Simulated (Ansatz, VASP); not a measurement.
One calculation of SnO2, two programs

INCAR

```
ALGO     = Normal         # electronic algorithm
EDIFF    = 1E-7           # SCF threshold, eV
ENCUT    = 520            # plane-wave cutoff, eV
ISIF     = 2              # what is computed and relaxed
ISMEAR   = 0              # smearing method
LASPH    = True           # aspherical terms in the spheres
LCHARG   = False          # write CHGCAR
LREAL    = False          # projectors in reciprocal space
LWAVE    = False          # write WAVECAR
NBANDS   = 64             # bands
NELM     = 60             # most SCF steps
PREC     = Accurate       # precision mode
SIGMA    = 0.05           # smearing width, eV
```

File KPOINTS:

```
k-points
0
Gamma
  6 6 6
```

POSCAR

```
SnO2
1.0
   -3.2078313831     -1.8520423126      4.0813809037
    3.2078313831     -1.8520423126      4.0813809037
    0.0000000000      3.7040846251      4.0813809037
Sn O
4 8
Direct
    0.5196012090      0.5196012090      0.5196012090
    1.0000000000      1.0000000000      0.5000000000
    1.0000000000      0.5000000000      0.0000000000
    0.5000000000      1.0000000000      0.0000000000
    0.2451905456      0.2451905456      0.2451905456
    0.7451905456      0.7451905456      0.2451905456
    0.7451905456      0.2451905456      0.7451905456
    0.2451905456      0.7451905456      0.7451905456
    0.7548094544      0.7548094544      0.7548094544
    0.2548094544      0.2548094544      0.7548094544
    0.2548094544      0.7548094544      0.2548094544
    0.7548094544      0.2548094544      0.2548094544
```

Input for Ansatz:

```yaml
crystal:
  lattice:
    - [-3.2078313831, -1.8520423126, 4.0813809037]
    - [3.2078313831, -1.8520423126, 4.0813809037]
    - [0.0, 3.7040846251, 4.0813809037]
  atoms:
    - { symbol: Sn, position: [0.519601209, 0.519601209, 0.519601209] }
    - { symbol: Sn, position: [1.0, 1.0, 0.5] }
    - { symbol: Sn, position: [1.0, 0.5, 0.0] }
    - { symbol: Sn, position: [0.5, 1.0, 0.0] }
    - { symbol: O, position: [0.2451905456, 0.2451905456, 0.2451905456] }
    - { symbol: O, position: [0.7451905456, 0.7451905456, 0.2451905456] }
    - { symbol: O, position: [0.7451905456, 0.2451905456, 0.7451905456] }
    - { symbol: O, position: [0.2451905456, 0.7451905456, 0.7451905456] }
    - { symbol: O, position: [0.7548094544, 0.7548094544, 0.7548094544] }
    - { symbol: O, position: [0.2548094544, 0.2548094544, 0.7548094544] }
    - { symbol: O, position: [0.2548094544, 0.7548094544, 0.2548094544] }
    - { symbol: O, position: [0.7548094544, 0.2548094544, 0.2548094544] }
basis:
  ecutwfc: 420
kpoints:
  mp_grid: { grid: [6, 6, 6] }
hamiltonian:
  xc: lda
scf:
  occupations: { method: gaussian, width: 0.05 }
output:
  forces: true
  stress: true
  eigenvalues: true
```

Alike in both runs: task single point; functional LDA; k mesh 6 × 6 × 6; occupations gaussian, width 0.05 eV; no spin polarisation.

```csv
,VASP,Ansatz
version,VASP 6.6.1,Ansatz 0.2.0
potentials or method,"VASP PAW LDA potentials, release 64 (Sn_d, O), cutoff 520 eV","scalar-relativistic, plane waves, PAW"
valence electrons in the cell,104,104
```

```csv
,VASP,Ansatz,Ansatz less VASP
gap on the k mesh at the Fermi level (eV),1.27,1.27,+0.002
least direct gap on the mesh (eV),1.27,1.27,+0.002
pressure (GPa),1.6,0.6,-0.99
"traceless stress, the component that is largest in VASP (GPa)",-1.92,-1.22,+0.702
rms of the force components (eV/Å),0.622,0.610,-0.0111
```

LDA's correlation is that of Perdew and Zunger in VASP and of Perdew and Wang (1992) in Ansatz. Atom by atom the forces differ by 0.033 eV/Å (rms over components).
